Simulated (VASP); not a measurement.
# Ti (Fm-3m) in VASP: a series of runs, part 2 of 2

VASP 6.6.1. Earlier steps stand in the parts before.

### Step 3. Relaxation of cell and atoms, PBE

This run uses another cell than the first one, of 17.66 Å³/atom, 1.013 times its volume.

Contents of INCAR:

```
PREC = Accurate ; ENCUT = 600
EDIFF = 1E-6 ; ISMEAR = -1
SIGMA = 0.1 ; LREAL = False
LASPH = True ; NELM = 100
ALGO = Normal ; ISIF = 3
LWAVE = False ; LCHARG = False
GGA = PE ; IBRION = 2
NSW = 80 ; EDIFFG = -0.01
```

Contents of KPOINTS:

```
Automatic mesh
0
Gamma
  13 13 13
```

Contents of POSCAR:

```
Ti
1.0
    0.0000000000      2.0668332624      2.0668332624
    2.0668332624      0.0000000000      2.0668332624
    2.0668332624      2.0668332624      0.0000000000
Ti
1
Direct
    0.0000000000      0.0000000000      0.0000000000
```

Potentials or basis: VASP PAW PBE potentials, release 64 (Ti_sv).

Launch:

```
$ cat potpaw_PBE.64/Ti_sv/POTCAR > POTCAR
$ mpirun -np 1 vasp_std > vasp.out
```

Run time: 15 s. Hardware: 1 thread of Intel Xeon 6975P-C (Granite Rapids), shared host; peak memory 0.15 GiB.

The run converged. Its results:

* Free energy: -7.8064 eV
* Relaxed volume: 17.38 Å³/atom
* Relaxed cell: a = 2.907 Å, b = 2.907 Å, c = 2.907 Å, α = 60.00°, β = 60.00°, γ = 60.00°
* Space group after relaxing (to 0.05 Å): Fm-3m (No. 225)
* Energy gained by relaxing: 1.5 meV/atom
* Ionic steps: 3
* Pressure after relaxing: 0.0 GPa
* Band gap on the k mesh: zero (band 6 reaches 9.09 eV, above the bottom of band 7 at 7.72 eV)

The path:
```
step  energy change (eV)  largest force (eV/Å)  pressure (GPa)  volume (Å³)
   1              0.0000                0.0000           -1.65        17.66
   2             -0.0008                0.0000            1.10        17.20
   3             -0.0015                0.0000           -0.01        17.38
```

Final structure:
```yaml
crystal:
  lattice:
    - [0.00000, 2.05586, 2.05586]
    - [2.05586, 0.00000, 2.05586]
    - [2.05586, 2.05586, 0.00000]
  atoms:
    - { symbol: Ti, position: [0.00000, 0.00000, 0.00000] }
```

Levels at points of the mesh, in eV from the Fermi level:
```tsv
k point	band 2	band 3	band 4	band 5	band 6	band 7	band 8	band 9	band 10
(0.00, 0.00, 0.00)	-32.57	-32.57	-32.57	-6.10	0.88	0.88	0.88	2.51	2.51
```

### Step 4. Single point, PBE (volume scaled by 0.88)

Contents of INCAR:

```
SYSTEM = Ti
PREC = Accurate ; ENCUT = 520
EDIFF = 1E-6 ; ISMEAR = -1
SIGMA = 0.1 ; LREAL = .False.
LASPH = .True. ; NELM = 100
ALGO = Normal ; ISIF = 2
LWAVE = .False. ; LCHARG = .False.
GGA = PE ; NBANDS = 12
```

Contents of KPOINTS:

```
regular mesh
0
Gamma
  22 22 22
  0 0 0
```

Contents of POSCAR:

```
Ti
1.0
    0.0000000000      1.9718406814      1.9718406814
    1.9718406814      0.0000000000      1.9718406814
    1.9718406814      1.9718406814      0.0000000000
Ti
1
Direct
    0.0000000000      0.0000000000      0.0000000000
```

Launch:

```
$ cat potpaw_PBE.64/Ti_sv/POTCAR > POTCAR
$ mpirun -np 1 vasp_std > vasp.out
```

It took 27 s on 1 thread of Intel Xeon 6975P-C (Granite Rapids), shared host; peak memory 0.18 GiB.

It converged, with:

```yaml
Free_energy: -7.7095 eV
Pressure: 16.5 GPa
Band_gap_on_the_k_mesh: zero (band 6 reaches 10.56 eV, above the bottom of band 7 at 9.04 eV)
```

Levels at points of the mesh, in eV from the Fermi level:
| k point | band 2 | band 3 | band 4 | band 5 | band 6 | band 7 | band 8 | band 9 | band 10 | band 11 |
| --- | --- | --- | --- | --- | --- | --- | --- | --- | --- | --- |
| (0.00, 0.00, 0.00) | -32.20 | -32.20 | -32.20 | -6.38 | 0.94 | 0.94 | 0.94 | 2.87 | 2.87 | 15.94 |
| (0.50, 0.00, 0.00) | -33.19 | -32.32 | -32.32 | -2.89 | 0.79 | 0.79 | 0.99 | 4.15 | 4.15 | 9.56 |
| (0.50, 0.50, 0.00) | -33.12 | -32.54 | -32.54 | -3.05 | -2.08 | 3.48 | 4.14 | 4.48 | 4.48 | 12.08 |

Caveat: the cell differs from its parent crystal (volume scaled by 0.88).

### Step 5. Single point, PBE (volume scaled by 0.92)

Contents of INCAR:

```
SYSTEM = Ti
PREC = Accurate
ENCUT = 520
EDIFF = 1E-6
ISMEAR = -1
SIGMA = 0.1
LREAL = .FALSE.
LASPH = .TRUE.
NELM = 80
ALGO = Normal
ISIF = 2
LWAVE = .FALSE.
LCHARG = .FALSE.
GGA = PE
NBANDS = 12
```

Contents of KPOINTS:

```
Automatic mesh
0
G
  22 22 22
  0 0 0
```

Contents of POSCAR:

```
Ti
1.0
    0.0000000000      2.0012754789      2.0012754789
    2.0012754789      0.0000000000      2.0012754789
    2.0012754789      2.0012754789      0.0000000000
Ti
1
Direct
    0.0000000000      0.0000000000      0.0000000000
```

Launch:

```
$ cat potpaw_PBE.64/Ti_sv/POTCAR > POTCAR
$ mpirun -np 1 vasp_std > vasp.out
```

It took 23 s on 1 thread of Intel Xeon 6975P-C (Granite Rapids), shared host; peak memory 0.18 GiB.

Results (log left out):

| Property | Result |
| --- | --- |
| Free energy | -7.7666 eV |
| Pressure | 9.9 GPa |
| Band gap on the k mesh | zero (band 6 reaches 10.03 eV, above the bottom of band 7 at 8.55 eV) |

Levels at points of the mesh, in eV from the Fermi level:
```tsv
k point	band 2	band 3	band 4	band 5	band 6	band 7	band 8	band 9	band 10	band 11
(0.00, 0.00, 0.00)	-32.33	-32.33	-32.33	-6.28	0.92	0.92	0.92	2.74	2.74	15.69
(0.50, 0.00, 0.00)	-33.20	-32.44	-32.44	-2.78	0.79	0.79	0.85	3.94	3.94	9.04
(0.50, 0.50, 0.00)	-33.14	-32.63	-32.63	-2.87	-1.94	3.23	3.93	4.25	4.25	11.51
```

Caveat: the cell differs from its parent crystal (volume scaled by 0.92).

### Step 6. Single point, PBE (volume scaled by 0.96)

Edit INCAR of step 5 so:

```diff
@@ -8,3 +8,3 @@
 LASPH = .TRUE.
-NELM = 80
+NELM = 60
 ALGO = Normal
```

Contents of KPOINTS:

```
regular mesh
0
G
  22 22 22
  0 0 0
```

Contents of POSCAR:

```
Ti
1.0
    0.0000000000      2.0298689918      2.0298689918
    2.0298689918      0.0000000000      2.0298689918
    2.0298689918      2.0298689918      0.0000000000
Ti
1
Direct
    0.0000000000      0.0000000000      0.0000000000
```

Potentials or basis: VASP PAW PBE potentials, release 64 (Ti_sv).

Launch:

```
$ cat potpaw_PBE.64/Ti_sv/POTCAR > POTCAR
$ mpirun -np 1 vasp_std > vasp.out
```

OUTCAR:

```text
SYSTEM = Ti
   PREC = Accurate
   ENCUT = 520
   EDIFF = 1E-6
   ISMEAR = -1
   LREAL = .FALSE.
   LASPH = .TRUE.
   NELM = 60
   ISIF = 2
   GGA = PE

 ion  position               nearest neighbor table
   1  0.000  0.000  0.000-

  LATTYP: Found a face centered cubic cell.
 ALAT       =     4.0597379836

  Lattice vectors:

 A1 = (   0.0000000000,   2.0298689918,   2.0298689918)
 A2 = (   2.0298689918,   0.0000000000,   2.0298689918)
 A3 = (   2.0298689918,   2.0298689918,   0.0000000000)

Analysis of symmetry for initial positions (statically):
[... 531 lines left out ...]
      7       9.4515      0.00053
      8       9.4652      0.00047
      9      12.2998      0.00000
     10      12.5030      0.00000
     11      17.2916      0.00000
     12      23.3996      0.00000

 [... further k-points ...]
[... 5 lines left out ...]
  --------------------------------------------------------------------------------------
  -------------------------------------------------------------------------------------
  Total        0.4551604      0.4551604      0.4551604     -0.0000000     -0.0000000     -0.0000000
  in kB       43.5954338     43.5954338     43.5954338     -0.0000000     -0.0000000     -0.0000000
  external PRESSURE =      43.5954338 kB  Pullay stress =       0.0000000 kB

 VOLUME and BASIS-vectors are now :
 -----------------------------------------------------------------------------
  energy-cutoff  :      520.00
  volume of cell :       16.73
      direct lattice vectors                 reciprocal lattice vectors
     0.000000000  2.029868992  2.029868992    -0.246321315  0.246321315  0.246321315
     2.029868992  0.000000000  2.029868992     0.246321315 -0.246321315  0.246321315
     2.029868992  2.029868992  0.000000000     0.246321315  0.246321315 -0.246321315

 POSITION                                       TOTAL-FORCE (eV/Angst)
 -----------------------------------------------------------------------------------
      0.00000      0.00000      0.00000        -0.000000      0.000000     -0.000000
 -----------------------------------------------------------------------------------
    total drift:                               -0.000000     -0.000000     -0.000000

  FREE ENERGIE OF THE ION-ELECTRON SYSTEM (eV)
  ---------------------------------------------------
  free  energy   TOTEN  =        -7.7974796051 eV

  energy  without entropy=       -7.7431919075  energy(sigma->0) =       -7.77033576
```

OSZICAR:

```text
N       E                     dE             d eps       ncg     rms          rms(c)
DAV:   1     0.872980174962E+02    0.87298E+02   -0.65765E+03  7884   0.122E+03
DAV:   2    -0.443427479097E+01   -0.91732E+02   -0.89193E+02  8012   0.298E+02
DAV:   3    -0.865279170635E+01   -0.42185E+01   -0.41745E+01 10908   0.652E+01
DAV:   4    -0.874642413575E+01   -0.93632E-01   -0.93517E-01  8880   0.857E+00
DAV:   5    -0.874866885311E+01   -0.22447E-02   -0.22446E-02  9416   0.118E+00    0.861E+00
DAV:   6    -0.779791075847E+01    0.95076E+00   -0.19420E+00  8572   0.210E+01    0.232E+00
DAV:   7    -0.778609480479E+01    0.11816E-01   -0.10378E-01  9652   0.382E+00    0.132E+00
DAV:   8    -0.779717344325E+01   -0.11079E-01   -0.39992E-02  8124   0.249E+00    0.164E-01
DAV:   9    -0.779744793738E+01   -0.27449E-03   -0.43372E-03  9884   0.744E-01    0.909E-02
DAV:  10    -0.779750520491E+01   -0.57268E-04   -0.24836E-04  8320   0.183E-01    0.252E-02
DAV:  11    -0.779747973865E+01    0.25466E-04   -0.25110E-05  9480   0.608E-02    0.909E-03
DAV:  12    -0.779747960506E+01    0.13359E-06   -0.94517E-07  6640   0.129E-02
   1 F= -.77974796E+01 E0= -.77703358E+01  d E =-.542877E-01
```

stdout:

```text
POSCAR found type information on POSCAR Ti
 POSCAR found :  1 types and       1 ions
 scaLAPACK will be used
 LDA part: xc-table for (Slater+PW92), standard interpolation
 POSCAR, INCAR and KPOINTS ok, starting setup
 FFT: planning ... GRIDC
 FFT: planning ... GRID_SOFT
 FFT: planning ... GRID
 WAVECAR not read
 entering main loop
```

Run time: 20 s. Hardware: 1 thread of Intel Xeon 6975P-C (Granite Rapids), shared host; peak memory 0.19 GiB.

What came out:

```yaml
Free_energy: -7.7975 eV
Pressure: 4.4 GPa
Band_gap_on_the_k_mesh: zero (band 6 reaches 9.53 eV, above the bottom of band 7 at 8.11 eV)
```

Levels at points of the mesh, in eV from the Fermi level:
| k point | band 2 | band 3 | band 4 | band 5 | band 6 | band 7 | band 8 | band 9 | band 10 | band 11 |
| --- | --- | --- | --- | --- | --- | --- | --- | --- | --- | --- |
| (0.00, 0.00, 0.00) | -32.46 | -32.46 | -32.46 | -6.19 | 0.90 | 0.90 | 0.90 | 2.62 | 2.62 | 15.45 |
| (0.50, 0.00, 0.00) | -33.21 | -32.55 | -32.55 | -2.67 | 0.72 | 0.78 | 0.78 | 3.74 | 3.74 | 8.57 |
| (0.50, 0.50, 0.00) | -33.16 | -32.72 | -32.72 | -2.71 | -1.81 | 3.01 | 3.74 | 4.03 | 4.03 | 10.99 |

Caveat: the cell differs from its parent crystal (volume scaled by 0.96).

### Step 7. The runs side by side

| task | cell | k mesh | cutoff (eV) | gap on the mesh (eV) | pressure (GPa) |
| --- | --- | --- | --- | --- | --- |
| single point | a = 2.910 Å, angles 60.0°, 1 atom | 13 × 13 × 13 | 520 | none | -0.3 |
| relaxation of cell and atoms | relaxed from a = 2.923 Å, angles 60.0°, 1 atom | 13 × 13 × 13 | 600 | none | 0.0 |
| single point | a = 2.789 Å, angles 60.0°, 1 atom | 22 × 22 × 22 | 520 | none | 16.5 |
| single point | a = 2.830 Å, angles 60.0°, 1 atom | 22 × 22 × 22 | 520 | none | 9.9 |
| single point | a = 2.871 Å, angles 60.0°, 1 atom | 22 × 22 × 22 | 520 | none | 4.4 |

Alike in all rows: level PBE; potentials or basis VASP PAW PBE potentials, release 64 (Ti_sv); no spin polarisation; smearing fermi-dirac 0.1 eV.

Total energies depend on the potentials used, so only differences within one code and one set of settings carry meaning.
